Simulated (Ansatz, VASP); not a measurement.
Two plane-wave programs on PbSe

The input POSCAR:

```
PbSe
1.0
    0.0000000000      3.4232041310      3.4232041310
    3.4232041310      0.0000000000      3.4232041310
    3.4232041310      3.4232041310      0.0000000000
Pb Se
1 1
Direct
    0.0000000000      0.0000000000      0.0000000000
    0.2500000000      0.2500000000      0.2500000000
```

The input INCAR.step1:

```
SYSTEM = PbSe
PREC = Accurate
ENCUT = 520
EDIFF = 1E-5
ISMEAR = 0
SIGMA = 0.01
LREAL = .False.
LASPH = .True.
NELM = 80
ALGO = Normal
ISIF = 2
LWAVE = .True.
LCHARG = .False.
NBANDS = 17
GGA = PE
```

Contents of INCAR.step2:

```
SYSTEM = PbSe
PREC = Accurate
ENCUT = 520
EDIFF = 1E-6
ISMEAR = 0
SIGMA = 0.01
LREAL = .False.
LASPH = .True.
NELM = 80
ALGO = Normal
ISIF = 2
LWAVE = .False.
LCHARG = .False.
GGA = PE
LHFCALC = .True.
AEXX = 0.1
PRECFOCK = Normal
NBANDS = 17
ISTART = 1
```

The input KPOINTS:

```
Automatic mesh
0
Gamma
  4 4 4
  0 0 0
```

Input for Ansatz:

```yaml
crystal:
  lattice:
    - [0.0, 3.423204131, 3.423204131]
    - [3.423204131, 0.0, 3.423204131]
    - [3.423204131, 3.423204131, 0.0]
  atoms:
    - { symbol: Pb, position: [0.0, 0.0, 0.0] }
    - { symbol: Se, position: [0.25, 0.25, 0.25] }
kpoints:
  mp_grid: { grid: [4, 4, 4] }
hamiltonian:
  xc: { exchange: pbe, correlation: pbe, exx: { coeff: 0.1 } }
scf:
  occupations: { method: fixed }
  n_extra_bands: 4
output:
  forces: true
  stress: true
  eigenvalues: true
```

Alike in both runs: task single point; functional PBE-based global hybrid; k mesh 4 × 4 × 4; no spin polarisation.

```csv
,VASP,Ansatz
version,VASP 6.6.1,Ansatz 0.2.0
potentials or method,"VASP PAW PBE potentials, release 64 (Pb_d, Se)",plane waves
plane-wave cutoff (eV),520,420
occupations,"gaussian, width 0.01 eV",fixed
valence electrons in the cell,20,30
```

|  | VASP | Ansatz | Ansatz less VASP |
| --- | --- | --- | --- |
| gap on the k mesh at the Fermi level (eV) | 1.05 | 1.03 | -0.021 |
| pressure (GPa) | 0.4 | 0.4 | +0.08 |

VASP's potentials were made for PBE, not for PBE-based global hybrid. VASP's potentials hold 20 valence electrons a cell and Ansatz's 30, so a difference there can come from the potentials and not from the codes. Ansatz's warnings: stress exchange threshold loose, stress scf threshold loose.

Spin-orbit coupling is off throughout.
